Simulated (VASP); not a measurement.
Input of a VASP 6.6.1 run:

File INCAR:

```
PREC = Accurate
ENCUT = 600
EDIFF = 1E-6
ISMEAR = 0
SIGMA = 0.1
LREAL = F
LASPH = T
NELM = 80
ALGO = Normal
ISIF = 3
LWAVE = F
LCHARG = F
GGA = PE
IBRION = 2
NSW = 90
EDIFFG = -0.04
```

KPOINTS

```
Automatic mesh
0
Gamma
  6 6 4
```

POSCAR

```
Si2Sn
1.0
    3.6545614500      0.0000000000      0.0000000000
    0.0000000000      3.6545614500      0.0000000000
    0.0000000000      0.0000000000      4.2154062100
Si Sn
2 1
Direct
    0.5000000000      0.5000000000      0.0000000000
    0.5000000000      0.5000000000      0.5000000000
    0.0000000000      0.0000000000      0.5000000000
```

Potentials or basis: VASP PAW PBE potentials, release 64 (Si, Sn_d).

Run with:

```console
$ cat potpaw_PBE.64/Si/POTCAR potpaw_PBE.64/Sn_d/POTCAR > POTCAR
$ mpirun -np 1 vasp_std > vasp.out
```

Task: Estimate the relaxed volume.

Result: 24.04 Å³/atom.

Task: Predict the relaxed cell.

Result: a = 3.855 Å, b = 3.855 Å, c = 4.853 Å, α = 90.00°, β = 90.00°, γ = 90.00°.

Task: Predict the band gap on the k mesh.

Result: Zero (bands 11 and 12 overlap by 2.88 eV).

Final structure:
```
CELL_PARAMETERS angstrom
3.85483 0.00000 0.00000
0.00000 3.85483 0.00000
0.00000 0.00000 4.85347
ATOMIC_POSITIONS crystal
Si 0.50000 0.50000 0.00000
Si 0.50000 0.50000 0.50000
Sn 0.00000 0.00000 0.50000
```

Caveat: the k points lie up to 0.32 Å⁻¹ apart in the final cell, too coarse for converged energies and pressures of a metal; the volume moved by over 15 % at a fixed basis, so the end points are rough; spin-orbit coupling is left out, which moves the levels of the heavy elements.
